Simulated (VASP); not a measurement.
## Pd: single point with PBEsol

The system is Pd.

```
Pd
1.0
     0.00000    1.93772    1.93772
     1.93772    0.00000    1.93772
     1.93772    1.93772    0.00000
Pd
1
Direct
  0.00000 0.00000 0.00000
```

```yaml
Program: VASP 6.6.1
Task: single point
Functional: PBEsol
Potentials_or_basis: VASP PAW PBE potentials, release 64 (Pd)
Cutoff: 520 eV
k_mesh: 19 × 19 × 19
Occupations: methfessel-paxton, width 0.1 eV
Spin: no spin polarisation
Dipole_correction: no
Further_INCAR_settings: ALGO = Normal; EDIFF = 1e-06; NBANDS = 11
```

| Quantity | Value |
| --- | --- |
| Pressure | -0.3 GPa |
| Band gap on the k mesh | zero (band 5 reaches 10.14 eV, above the bottom of band 6 at 8.54 eV) |

Levels at points of the mesh, in eV from the Fermi level:
```csv
k point,band 3,band 4,band 5,band 6,band 7,band 8
"(0.00, 0.00, 0.00)",-2.92,-2.92,-1.25,-1.25,17.12,21.97
```

Wall time 22 s on 1 thread of AMD EPYC 7R43 64-Core Processor (Zen 3) (shared host), peak memory 0.12 GiB.

Caveat: the PAW data sets were made with another functional, which shifts forces and pressure a little.
